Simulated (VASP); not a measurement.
Set up this calculation in VASP 6.6.1, as the native input.

| Item | Value |
| --- | --- |
| Task | electric field gradients |
| Functional | PBE |
| Potentials or basis | VASP PAW PBE potentials, release 64 (In_d, Sb) |
| Cutoff | 520 eV |
| k mesh | 9 × 9 × 9 |
| Occupations | fermi-dirac, width 0.05 eV |
| Spin | no spin polarisation |
| Dipole correction | no |
| Further INCAR settings | ALGO = Normal; EDIFF = 1e-08; NBANDS = 16 |

The structure of InSb lies in POSCAR:

```
InSb
1.0
    0.0000000000      3.2605516185      3.2605516185
    3.2605516185      0.0000000000      3.2605516185
    3.2605516185      3.2605516185      0.0000000000
In Sb
1 1
Direct
    0.0000000000      0.0000000000      0.0000000000
    0.7500000000      0.7500000000      0.7500000000
```

This cell differs from its parent crystal: volume scaled by 1.02.

One way to write it, as run:

INCAR

```
SYSTEM = InSb
ALGO = Normal
EDIFF = 1E-8
ENCUT = 520
GGA = PE
ISIF = 2
ISMEAR = -1
LASPH = .TRUE.
LCHARG = .FALSE.
LEFG = .TRUE.
LREAL = .FALSE.
LWAVE = .FALSE.
NBANDS = 16
NELM = 60
PREC = Accurate
SIGMA = 0.05
```

KPOINTS

```
k-points
0
G
  9 9 9
  0 0 0
```

Potentials or basis: VASP PAW PBE potentials, release 64 (In_d, Sb).

The run is started by

```console
$ cat potpaw_PBE.64/In_d/POTCAR potpaw_PBE.64/Sb/POTCAR > POTCAR
$ mpirun -np 1 vasp_std > vasp.out
```

It gave:

```json
{
  "Pressure": "2.2 GPa",
  "Band gap on the k mesh": "zero (filled and empty bands touch)"
}
```

Caveat: without QUAD_EFG the Cq values of the log hold for a quadrupole moment of 1 mb, not for the nuclei; spin-orbit coupling is left out, which moves the levels of the heavy elements.

Wall time 21 s on 1 thread of Intel(R) Xeon(R) 6975P-C (Granite Rapids), on a shared host, peak memory 0.22 GiB.
